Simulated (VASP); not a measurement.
# TaN (P-6m2) in VASP: notebook

TaN is run at these levels: PBE; tasks: vibrations by perturbation theory, elastic constants.

Program: VASP 6.6.1. These are calculated values, not measurements. Logs are shortened: lines on timing, memory, paths and dates and some standing lists are left out, and cuts for length are marked.

## (1) The cell of the first run

Symmetry: P-6m2, No. 187, hexagonal system. Conventional cell: a = 2.908 Å, b = 2.908 Å, c = 2.863 Å, α = 90.00°, β = 90.00°, γ = 120.00°. Ta (site symmetry -6m2) has 6 N at 2.21 Å and 8 Ta at 2.86 to 2.91 Å within 3.0 Å. Within 3.0 Å of N (site symmetry -6m2) lie 6 Ta at 2.21 Å and 8 N at 2.86 to 2.91 Å.

## (2) Vibrations by perturbation theory, PBE

INCAR reads:

```
PREC     = Accurate       # precision mode
ENCUT    = 520            # plane-wave cutoff, eV
EDIFF    = 1E-8           # SCF threshold, eV
ISMEAR   = -1             # smearing method
SIGMA    = 0.15           # smearing width, eV
LREAL    = F              # projectors in reciprocal space
LASPH    = T              # aspherical terms in the spheres
NELM     = 100            # most SCF steps
ALGO     = Normal         # electronic algorithm
ISIF     = 2              # what is computed and relaxed
LWAVE    = F              # write WAVECAR
LCHARG   = F              # write CHGCAR
GGA      = PE             # functional
NBANDS   = 15             # bands
IBRION   = 8              # ionic algorithm
NSW      = 1              # ionic steps
```

KPOINTS reads:

```
regular mesh
0
Gamma
  18 18 14
```

POSCAR reads:

```
TaN
1.0
    2.9081724431      0.0000000000      0.0000000000
   -1.4540862216      2.5185512143      0.0000000000
    0.0000000000      0.0000000000      2.8629060904
Ta N
1 1
Direct
    0.3333333333      0.6666666667      0.5000000000
    0.0000000000      0.0000000000      0.0000000000
```

Potentials or basis: VASP PAW PBE potentials, release 64 (Ta_pv, N).

Launch:

```
$ cat potpaw_PBE.64/Ta_pv/POTCAR potpaw_PBE.64/N/POTCAR > POTCAR
$ mpirun -np 1 vasp_std > vasp.out
```

OUTCAR:

```text
PREC = Accurate
   ENCUT = 520
   EDIFF = 1E-8
   ISMEAR = -1
   LREAL = F
   LASPH = T
   NELM = 100
   ISIF = 2
   GGA = PE
   IBRION = 8
   NSW = 1

 ion  position               nearest neighbor table
   1  0.333  0.667  0.500-   2 2.21   2 2.21   2 2.21   2 2.21   2 2.21   2 2.21
   2  0.000  0.000  0.000-   1 2.21   1 2.21   1 2.21   1 2.21   1 2.21   1 2.21

  LATTYP: Found a hexagonal cell.
 ALAT       =     2.9081724431
 C/A-ratio  =     0.9844347770

  Lattice vectors:

 A1 = (   2.9081724431,   0.0000000000,   0.0000000000)
 A2 = (  -1.4540862216,   2.5185512143,   0.0000000000)
 A3 = (   0.0000000000,   0.0000000000,   2.8629060904)

Analysis of symmetry for initial positions (statically):
=====================================================================
 Subroutine PRICEL returns:
 Original cell was already a primitive cell.

 Routine SETGRP: Setting up the symmetry group for a
 hexagonal supercell.

 Subroutine GETGRP returns: Found 12 space group operations
 (whereof 12 operations were pure point group operations)
 out of a pool of 24 trial point group operations.

The static configuration has the point symmetry D_3h.

Analysis of symmetry for dynamics (positions and initial velocities):
=====================================================================
 Subroutine PRICEL returns:
 Original cell was already a primitive cell.

 Routine SETGRP: Setting up the symmetry group for a
 hexagonal supercell.

 Subroutine GETGRP returns: Found 12 space group operations
 (whereof 12 operations were pure point group operations)
 out of a pool of 24 trial point group operations.

The dynamic configuration has the point symmetry D_3h.

 Subroutine INISYM returns: Found 12 space group operations
 (whereof 12 operations are pure point group operations),
 and found     1 'primitive' translations

----------------------------------------------------------------------------------------

                                     Primitive cell

  volume of cell :      20.9690

  direct lattice vectors                    reciprocal lattice vectors
     2.908172443  0.000000000  0.000000000     0.343858564  0.198526834  0.000000000
    -1.454086222  2.518551214  0.000000000     0.000000000  0.397053669  0.000000000
     0.000000000  0.000000000  2.862906090     0.000000000  0.000000000  0.349295425

  length of vectors
     2.908172443  2.908172443  2.862906090     0.397053669  0.397053669  0.349295425

  position of ions in fractional coordinates (direct lattice)
     0.333333333  0.666666667  0.500000000
     0.000000000  0.000000000  0.000000000

  ion indices of the primitive-cell ions
   primitive index   ion index
                 1           1
                 2           2

----------------------------------------------------------------------------------------

 KPOINTS: regular mesh

Automatic generation of k-mesh.
 Grid dimensions read from file:
 generate k-points for:   18   18   14

 Generating k-lattice:

  Cartesian coordinates                     Fractional coordinates (reciprocal lattice)
     0.019103254  0.011029269  0.000000000     0.055555556  0.000000000  0.000000000
     0.000000000  0.022058537  0.000000000     0.000000000  0.055555556  0.000000000
     0.000000000  0.000000000  0.024949673     0.000000000  0.000000000  0.071428571

  Length of vectors
     0.022058537  0.022058537  0.024949673

  Shift w.r.t. Gamma in fractional coordinates (k-lattice)
     0.000000000  0.000000000  0.000000000

 Subroutine IBZKPT returns following result:
[... 86 lines left out ...]

--------------------------------------- Ionic step        1  -------------------------------------------

 number of electron      15.9999999 magnetization

 Free energy of the ion-electron system (eV)
  ---------------------------------------------------
  ext. energy  EPLUGINS =         0.00000000
  ---------------------------------------------------
  free energy    TOTEN  =       -22.40509470 eV

  energy without entropy =      -22.39591763  energy(sigma->0) =      -22.40050617

 E-fermi :   8.5789     XC(G=0): -13.4974

 val. band max:        8.5618324515   @ k =   0.0556   0.0000   0.5000
 cond. band min:       8.5944642181   @ k =   0.0556   0.0000   0.4286
 fundamental gap:      0.0326317666
 Fermi energy:         8.5789318194

 k-point     1 :       0.0000    0.0000    0.0000
  band No.  band energies     occupation
      1     -26.2313      2.00000
      2     -25.9397      2.00000
      3     -25.9397      2.00000
      4      -9.4448      2.00000
      5       3.8822      2.00000
      6       3.8822      2.00000
      7       4.1995      2.00000
      8       5.5629      2.00000
      9      10.9886      0.00000
     10      12.2389      0.00000
     11      12.2389      0.00000
     12      12.7030      0.00000
     13      12.7030      0.00000
     14      21.8196      0.00000
[... 401 lines left out ...]
      2     -26.2763      2.00000
      3     -26.0703      2.00000
      4      -7.0282      2.00000
      5       0.3160      2.00000
      6       3.2509      2.00000
      7       4.2039      2.00000
      8       6.1974      2.00000
      9      10.9200      0.00000
     10      11.7331      0.00000
     11      13.3072      0.00000
     12      14.7937      0.00000
     13      17.4471      0.00000
     14      21.0673      0.00000
     15      22.0265      0.00000

 [... further k-points ...]

------------------------ aborting loop because EDIFF is reached ----------------------------------------

  FORCE on cell =-STRESS in cart. coord.  units (eV):
  Direction    XX          YY          ZZ          XY          YZ          ZX
  --------------------------------------------------------------------------------------
  -------------------------------------------------------------------------------------
  Total        2.0642334      2.0642334      2.0886430     -0.0000000      0.0000000      0.0000000
  in kB      157.7216611    157.7216611    159.5867214     -0.0000000      0.0000000      0.0000000
  external PRESSURE =     158.3433479 kB  Pullay stress =       0.0000000 kB

 VOLUME and BASIS-vectors are now :
 -----------------------------------------------------------------------------
  energy-cutoff  :      520.00
  volume of cell :       20.97
      direct lattice vectors                 reciprocal lattice vectors
     2.908172443  0.000000000  0.000000000     0.343858564  0.198526834  0.000000000
    -1.454086222  2.518551214  0.000000000     0.000000000  0.397053669  0.000000000
     0.000000000  0.000000000  2.862906090     0.000000000  0.000000000  0.349295425

 POSITION                                       TOTAL-FORCE (eV/Angst)
 -----------------------------------------------------------------------------------
     -0.00000      1.67903      1.43145         0.000000      0.000000      0.000000
      0.00000      0.00000      0.00000        -0.000000      0.000000      0.000000
 -----------------------------------------------------------------------------------
    total drift:                                0.000000     -0.000000     -0.000000

  FREE ENERGIE OF THE ION-ELECTRON SYSTEM (eV)
  ---------------------------------------------------
  free  energy   TOTEN  =       -22.4050947025 eV

  energy  without entropy=      -22.3959176280  energy(sigma->0) =      -22.40050617

[... ionic steps 2 to 3 ...]

--------------------------------------- Ionic step        4  -------------------------------------------

------------------------ aborting loop because EDIFF is reached ----------------------------------------
[... 11 lines left out ...]
[... ionic steps 8 to 8 ...]

--------------------------------------- Ionic step        9  -------------------------------------------

 Free energy of the ion-electron system (eV)
  ---------------------------------------------------
  ---------------------------------------------------
  free energy    TOTEN  =        -0.23575671 eV

  energy without entropy =       -0.23575670

------------------------ aborting loop because EDIFF is reached ----------------------------------------

 INTERNAL STRAIN TENSOR  FOR ION    2  DIRECTION 3   (eV/Angst):
 -----------------------------------------------------------------------------
     0.00323 -0.00000  0.00000
    -0.00000  0.00323  0.00000
    -0.00000  0.00000  0.00775

 INTERNAL STRAIN TENSOR FOR ION    2 for displacements in x,y,z  (eV/Angst):
          X           Y           Z          XY          YZ          ZX
  --------------------------------------------------------------------------------
  x     0.00000    -0.00000     0.00000    -3.18211     0.00000     0.00000
  y    -3.18211     3.18211     0.00000    -0.00000     0.00000     0.00000
  z     0.00000     0.00000     0.00000     0.00000     0.00000     0.00000

 SECOND DERIVATIVES (NOT SYMMETRIZED)
 ------------------------------------
               1X          1Y          1Z          2X          2Y          2Z
  1X   -14.383415    0.000000    0.000000   14.383415   -0.000000    0.000000
  1Y     0.000000  -14.383415    0.000000   -0.000000   14.383415    0.000000
  1Z     0.000000    0.000000  -16.202882    0.000000    0.000000   16.202882
  2X    14.386244   -0.000000    0.000000  -14.386244    0.000000    0.000000
  2Y    -0.000000   14.386244    0.000000    0.000000  -14.386244    0.000000
  2Z     0.000000    0.000000   16.202788    0.000000    0.000000  -16.202788

 Eigenvectors and eigenvalues of the dynamical matrix
 ----------------------------------------------------

   1 f  =   17.456203 THz   109.680556 2PiTHz  582.276245 cm-1    72.193021 meV
             X         Y         Z           dx          dy          dz
     -0.000000  1.679034  1.431453     0.000000    0.000000   -0.267991
      0.000000  0.000000  0.000000     0.000000    0.000000    0.963421
[... 21 lines left out ...]
   6 f/i=    0.000418 THz     0.002623 2PiTHz    0.013926 cm-1     0.001727 meV
             X         Y         Z           dx          dy          dz
     -0.000000  1.679034  1.431453     0.956094   -0.118650   -0.000000
      0.000000  0.000000  0.000000     0.265926   -0.033001   -0.000000

--------------------------------------------------------------------------------------------------------

 ELASTIC MODULI CONTR FROM IONIC RELAXATION (kBar)
 Direction    XX          YY          ZZ          XY          YZ          ZX
 --------------------------------------------------------------------------------
 XX         -35.5732     35.5732      0.0000      0.0000      0.0000      0.0000
 YY          35.5732    -35.5732      0.0000      0.0000      0.0000      0.0000
 ZZ           0.0000      0.0000      0.0000      0.0000      0.0000      0.0000
 XY           0.0000      0.0000      0.0000    -35.5732      0.0000      0.0000
 YZ           0.0000      0.0000      0.0000      0.0000      0.0000      0.0000
 ZX           0.0000      0.0000      0.0000      0.0000      0.0000     -0.0000
 --------------------------------------------------------------------------------
```

Run time: 9.6 min. Hardware: 1 thread of Intel Xeon 6975P-C (Granite Rapids), shared host; peak memory 0.9 GiB.

What came out:

* Highest phonon frequency at Γ: 582 cm⁻¹

Phonon frequencies in cm⁻¹ (negative: imaginary):
| q point | frequencies |
| --- | --- |
| (0.000, 0.000, 0.000) | 0 0 0 549 549 582 |

Caveat: the cell stands under pressure or tension, which shifts response properties; spin-orbit coupling is left out, which moves the levels of the heavy elements.

## (3) Vibrations by perturbation theory, PBE

This run uses another cell than the first one, of 10.68 Å³/atom.

INCAR reads:

```
ALGO = Normal
EDIFF = 1E-8
ENCUT = 520
GGA = PE
IBRION = 8
ISIF = 2
ISMEAR = -1
LASPH = T
LCHARG = T
LREAL = F
LWAVE = F
NBANDS = 15
NELM = 100
NSW = 1
PREC = Accurate
SIGMA = 0.15
```

KPOINTS reads:

```
k-points
0
Gamma
  18 18 14
```

POSCAR reads:

```
TaN
1.0
    2.9269376921      0.0000000000      0.0000000000
   -1.4634688461      2.5348023967      0.0000000000
    0.0000000000      0.0000000000      2.8781808927
Ta N
1 1
Direct
    0.3333333333      0.6666666667      0.5000000000
    0.0000000000      0.0000000000      0.0000000000
```

Potentials or basis: VASP PAW PBE potentials, release 64 (Ta_pv, N).

Launch:

```
$ cat potpaw_PBE.64/Ta_pv/POTCAR potpaw_PBE.64/N/POTCAR > POTCAR
$ mpirun -np 1 vasp_std > vasp.out
```

OUTCAR:

```text
EDIFF = 1E-8
   ENCUT = 520
   GGA = PE
   IBRION = 8
   ISIF = 2
   ISMEAR = -1
   LASPH = T
   LREAL = F
   NELM = 100
   NSW = 1
   PREC = Accurate

 ion  position               nearest neighbor table
   1  0.333  0.667  0.500-   2 2.22   2 2.22   2 2.22   2 2.22   2 2.22   2 2.22
   2  0.000  0.000  0.000-   1 2.22   1 2.22   1 2.22   1 2.22   1 2.22   1 2.22

  LATTYP: Found a hexagonal cell.
 ALAT       =     2.9269376921
 C/A-ratio  =     0.9833420440

  Lattice vectors:

[... 697 lines left out ...]
               1X          1Y          1Z          2X          2Y          2Z
  1X   -13.586222    0.000000    0.000000   13.586222   -0.000000    0.000000
  1Y     0.000000  -13.586222    0.000000   -0.000000   13.586222    0.000000
  1Z     0.000000    0.000000  -14.967645   -0.000000    0.000000   14.967645
  2X    13.586843   -0.000000    0.000000  -13.586843    0.000000    0.000000
  2Y    -0.000000   13.586843    0.000000    0.000000  -13.586843    0.000000
  2Z     0.000000    0.000000   14.967348    0.000000    0.000000  -14.967348

 Eigenvectors and eigenvalues of the dynamical matrix
 ----------------------------------------------------

   1 f  =   16.777512 THz   105.416215 2PiTHz  559.637553 cm-1    69.386182 meV
             X         Y         Z           dx          dy          dz
     -0.000000  1.689868  1.439090     0.000000    0.000000   -0.267993
      0.000000  0.000000  0.000000     0.000000    0.000000    0.963421
[... 21 lines left out ...]
   6 f/i=    0.000094 THz     0.000593 2PiTHz    0.003151 cm-1     0.000391 meV
             X         Y         Z           dx          dy          dz
     -0.000000  1.689868  1.439090    -0.010554   -0.963365   -0.000000
      0.000000  0.000000  0.000000    -0.002936   -0.267968   -0.000000

--------------------------------------------------------------------------------------------------------

 ELASTIC MODULI CONTR FROM IONIC RELAXATION (kBar)
 Direction    XX          YY          ZZ          XY          YZ          ZX
 --------------------------------------------------------------------------------
 XX         -18.2180     18.2180     -0.0000      0.0000      0.0000      0.0000
 YY          18.2180    -18.2180      0.0000      0.0000      0.0000      0.0000
 ZZ          -0.0000      0.0000     -0.0000      0.0000      0.0000      0.0000
 XY           0.0000      0.0000      0.0000    -18.2180      0.0000      0.0000
 YZ           0.0000      0.0000      0.0000      0.0000      0.0000      0.0000
 ZX           0.0000      0.0000      0.0000      0.0000      0.0000      0.0000
 --------------------------------------------------------------------------------
```

stdout:

```text
POSCAR found type information on POSCAR TaN
 POSCAR found :  2 types and       2 ions
 scaLAPACK will be used
 LDA part: xc-table for (Slater+PW92), standard interpolation
 POSCAR, INCAR and KPOINTS ok, starting setup
 FFT: planning ... GRIDC
 FFT: planning ... GRID_SOFT
 FFT: planning ... GRID
 WAVECAR not read
 entering main loop
 Linear response reoptimize wavefunctions to high precision
 Linear response DOF=           4
 Linear response progress:
 first order change of Fermi-energy  -0.37792E-04
 force on displaced ion       1 direction 1 : -13.586   0.000   0.000
 Linear response progress:
 first order change of Fermi-energy  -0.10977E-02
 force on displaced ion       1 direction 3 :  -0.000   0.000 -14.968
 Linear response progress:
 first order change of Fermi-energy   0.20279E-04
 force on displaced ion       2 direction 1 : -13.587   0.001   0.000
 Linear response progress:
 first order change of Fermi-energy  -0.59017E-04
 force on displaced ion       2 direction 3 :  -0.000   0.000 -14.967
 Linear response finished
```

Wall time 10 min (1 thread of Intel Xeon 6975P-C (Granite Rapids), shared host); peak memory 0.9 GiB.

What came out:

| Quantity | Value |
| --- | --- |
| Highest phonon frequency at Γ | 560 cm⁻¹ |

Phonon frequencies in cm⁻¹ (negative: imaginary):
```csv
q point,frequencies
"(0.000, 0.000, 0.000)",0 0 0 533 533 560
```

Caveat: the cell stands under pressure or tension, which shifts response properties; spin-orbit coupling is left out, which moves the levels of the heavy elements.

[end of part 1 of 2]
